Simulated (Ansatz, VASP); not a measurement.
## Sb in VASP and in Ansatz

```
Sb
1.0
     3.36900    0.00000    0.00000
    -1.68450    2.91764    0.00000
     0.00000    0.00000    5.33000
Sb
2
Direct
  0.33333 0.66667 0.25000
  0.66667 0.33333 0.75000
```

Alike in both runs: task single point; functional PBEsol; k mesh 12 × 12 × 7; occupations fermi-dirac, width 0.05 eV; no spin polarisation.

|  | VASP | Ansatz |
| --- | --- | --- |
| version | VASP 6.6.1 | Ansatz 0.2.0 |
| potentials or method | VASP PAW PBE potentials, release 64 (Sb), cutoff 520 eV | all-electron LAPW, scalar-relativistic |

|  | VASP | Ansatz | Ansatz less VASP |
| --- | --- | --- | --- |
| pressure (GPa) | -0.2 | -0.1 | +0.02 |
| traceless stress, the component that is largest in VASP (GPa) | -0.83 | -0.83 | 0.000 |

VASP's potentials were made for PBE, not for PBEsol. Ansatz ran all-electron here, and VASP with PAW potentials.

Spin-orbit coupling is off throughout.
